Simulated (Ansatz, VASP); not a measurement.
**Two plane-wave programs on Li2S**

```
Li S
1.0
     0.00000    2.83194    2.83194
     2.83194    0.00000    2.83194
     2.83194    2.83194    0.00000
Li S
2 1
Direct
  0.25000 0.25000 0.25000
  0.75000 0.75000 0.75000
  0.00000 0.00000 0.00000
```

Alike in both runs: task single point; functional PBEsol; dispersion D3(BJ); k mesh 8 × 8 × 8; occupations gaussian, width 0.05 eV; no spin polarisation.

```csv
,VASP,Ansatz
version,VASP 6.6.1,Ansatz 0.2.0
potentials or method,"VASP PAW PBE potentials, release 64 (Li_sv, S), cutoff 750 eV","scalar-relativistic, plane waves, PAW"
valence electrons in the cell,12,12
```

VASP gave:

* gap on the k mesh at the Fermi level (eV): 3.21
* least direct gap on the mesh (eV): 4.19
* pressure (GPa): -2.7

Q: What did Ansatz give for the same quantities?

A: gap on the k mesh at the Fermi level (eV): 3.21; least direct gap on the mesh (eV): 4.19; pressure (GPa): -2.6.

VASP's potentials were made for PBE, not for PBEsol.
